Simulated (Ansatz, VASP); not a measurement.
**LaTl: VASP beside Ansatz**

```xyz
2
Lattice="3.9621 0.0000 0.0000 0.0000 3.9621 0.0000 0.0000 0.0000 3.9621" Properties=species:S:1:pos:R:3 pbc="T T T"
La    0.0000    0.0000    0.0000
Tl    1.9810    1.9810    1.9810
```

Change from the starting cell: volume scaled by 1.02.

Alike in both runs: task single point; functional PBEsol; k mesh 10 × 10 × 10; occupations fermi-dirac, width 0.05 eV; no spin polarisation.

|  | VASP | Ansatz |
| --- | --- | --- |
| version | VASP 6.6.1 | Ansatz 0.2.0 |
| potentials or method | VASP PAW PBE potentials, release 64 (La, Tl_d), cutoff 520 eV | all-electron LAPW, scalar-relativistic |

|  | VASP | Ansatz | Ansatz less VASP |
| --- | --- | --- | --- |
| pressure (GPa) | -1.7 | -1.6 | +0.10 |

VASP's potentials were made for PBE, not for PBEsol. Ansatz ran all-electron here, and VASP with PAW potentials.

Spin-orbit coupling is off throughout.
